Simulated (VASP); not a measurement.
HfSiO4 (Hafnon): single point with PBEsol

The system is HfSiO4 (Hafnon).

```xyz
12
Lattice="-3.3295 3.3295 3.0208 3.3295 -3.3295 3.0208 3.3295 3.3295 -3.0208" Properties=species:S:1:pos:R:3 pbc="T T T"
Hf    0.0000    0.0000    0.0000
Hf    0.0000    3.3295    1.5104
Si    0.0000    0.0000    3.0208
Si    3.3295    0.0000    1.5104
O     2.1009    3.3295    1.0887
O     3.3295   -1.2286    2.5991
O     1.2286    0.0000    4.1095
O     3.3295    1.2286    2.5991
O     2.1009    0.0000    0.4217
O     0.0000    1.2286    1.9321
O     4.5581    0.0000    0.4217
O     3.3295    2.1009   -1.0887
```

```yaml
Program: VASP 6.6.1
Task: single point
Functional: PBEsol
Potentials_or_basis: VASP PAW PBE potentials, release 64 (Hf_pv, Si, O)
Cutoff: 600 eV
k_mesh: 6 × 6 × 6
Occupations: fermi-dirac, width 0.05 eV
Spin: no spin polarisation
```

The pressure is -9.2 GPa, the largest force is 0.353 eV/Å and the band gap on the k mesh is 5.13 eV, indirect (least direct gap 5.47 eV).

Forces on the atoms (eV/Å):
```
Hf   0.000  0.000  0.000
Hf   0.000  0.000  0.000
Si   0.000  0.000  0.000
Si   0.000  0.000  0.000
O   -0.155  0.000  0.317
O    0.000 -0.155  0.317
O    0.155  0.000  0.317
O    0.000  0.155  0.317
O   -0.155  0.000 -0.317
O    0.000  0.155 -0.317
O    0.155  0.000 -0.317
O    0.000 -0.155 -0.317
```

Stress tensor (GPa, compression positive):
```
-8.93  0.00  0.00
 0.00 -8.93  0.00
 0.00  0.00 -9.81
```

Levels at points of the mesh, in eV from the valence-band top:
```
           k point  band 36  band 37  band 38  band 39  band 40  band 41
(0.00, 0.00, 0.00)    -0.61    -0.53     0.00     5.48     5.74     5.76
(0.50, 0.00, 0.00)    -0.81    -0.25    -0.22     5.37     5.52     6.22
(0.50, 0.50, 0.00)    -0.90    -0.59    -0.59     5.13     5.13     6.17
(0.50, 0.50, 0.50)    -1.08    -0.92    -0.92     5.94     5.94     6.23
```

It took 3.9 min on 1 thread of Intel(R) Xeon(R) Platinum 8488C (Sapphire Rapids), on a shared host, peak memory 0.43 GiB.

Caveat: the PAW data sets were made with another functional, which shifts forces and pressure a little; spin-orbit coupling is left out, which moves the levels of the heavy elements. A k mesh can miss the band edges.
